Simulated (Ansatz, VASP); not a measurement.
**Two plane-wave programs on NaH**

```
Na H
1.0
     0.00000    2.42362    2.42362
     2.42362    0.00000    2.42362
     2.42362    2.42362    0.00000
Na H
1 1
Cartesian
  0.0000 0.0000 0.0000
  2.4236 2.4236 2.4236
```

Change from the starting cell: volume scaled by 0.98, PAW files.

Alike in both runs: task electric field gradients; functional PBE; k mesh 9 × 9 × 9; occupations fermi-dirac, width 0.03 eV; no spin polarisation.

|  | VASP | Ansatz |
| --- | --- | --- |
| version | VASP 6.6.1 | Ansatz 0.2.0 |
| potentials or method | VASP PAW PBE potentials, release 64 (Na_pv, H) | PAW with Ansatz's default frozen-core files, scalar-relativistic |
| plane-wave cutoff (eV) | 520 | 420 |
| valence electrons in the cell | 8 | 10 |

```csv
,VASP,Ansatz,Ansatz less VASP
gap on the k mesh at the Fermi level (eV),4.05,4.05,+0.001
pressure (GPa),-0.2,-0.2,+0.03
```

VASP's potentials hold 8 valence electrons a cell and Ansatz's 10, so a difference there can come from the potentials and not from the codes.
